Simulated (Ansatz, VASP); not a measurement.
MoS2: VASP beside Ansatz

INCAR

```
PREC = Accurate ; ENCUT = 600
EDIFF = 1E-7 ; ISMEAR = 0
SIGMA = 0.02 ; LREAL = False
LASPH = True ; NELM = 80
ALGO = Normal ; ISIF = 3
LWAVE = False ; LCHARG = False
GGA = PS ; IBRION = 2
NSW = 100 ; EDIFFG = -0.005
```

File KPOINTS:

```
regular mesh
0
Gamma
  12 12 2
```

The input POSCAR:

```
MoS2
1.0
    3.1413883560      0.0000000000      0.0000000000
   -1.5706941780      2.7205221194      0.0000000000
    0.0000000000      0.0000000000     12.5850888989
Mo S
2 4
Direct
    0.6666666667      0.3333333333      0.2500000000
    0.3333333333      0.6666666667      0.7500000000
    0.6666666667      0.3333333333      0.6261196876
    0.3333333333      0.6666666667      0.3738803124
    0.6666666667      0.3333333333      0.8738803124
    0.3333333333      0.6666666667      0.1261196876
```

Input for Ansatz:

```yaml
crystal:
  lattice:
    - [3.1413882571, 0.0, 0.0]
    - [-1.5706941286, 2.7205220338, 0.0]
    - [0.0, 0.0, 12.5850886796]
  atoms:
    - { symbol: Mo, position: [0.6666666667, 0.3333333333, 0.25] }
    - { symbol: Mo, position: [0.3333333333, 0.6666666667, 0.75] }
    - { symbol: S, position: [0.6666666667, 0.3333333333, 0.6261196804] }
    - { symbol: S, position: [0.3333333333, 0.6666666667, 0.3738803196] }
    - { symbol: S, position: [0.6666666667, 0.3333333333, 0.8738803196] }
    - { symbol: S, position: [0.3333333333, 0.6666666667, 0.1261196804] }
basis:
  ecutwfc: 420
kpoints:
  mp_grid: { grid: [12, 12, 2] }
hamiltonian:
  xc: pbesol
scf:
  occupations: { method: gaussian, width: 0.02 }
output:
  forces: true
  stress: true
  eigenvalues: true
relax:
  adjacent_minimum: "off"
  f_tol: 0.005
  max_steps: 80
  cell: { stress_tol: 0.05 }
```

Alike in both runs: task relaxation of cell and atoms; functional PBEsol; k mesh 12 × 12 × 2; occupations gaussian, width 0.02 eV; no spin polarisation.

|  | VASP | Ansatz |
| --- | --- | --- |
| version | VASP 6.6.1 | Ansatz 0.2.0 |
| potentials or method | VASP PAW PBE potentials, release 64 (Mo_sv, S), cutoff 600 eV | scalar-relativistic, plane waves, PAW |
| valence electrons in the cell | 52 | 52 |

```tsv
	VASP	Ansatz	Ansatz less VASP
gap on the k mesh at the Fermi level, each at its own relaxed structure (eV)	1.00	0.98	-0.015
relaxed volume (Å³/atom)	17.93	17.93	0.000
relaxed cell length with the largest relative difference (Å)	3.141	3.141	0.0000
```

VASP's potentials were made for PBE, not for PBEsol.

Noted on VASP's run: the relaxation stopped at its first step, so nothing moved.
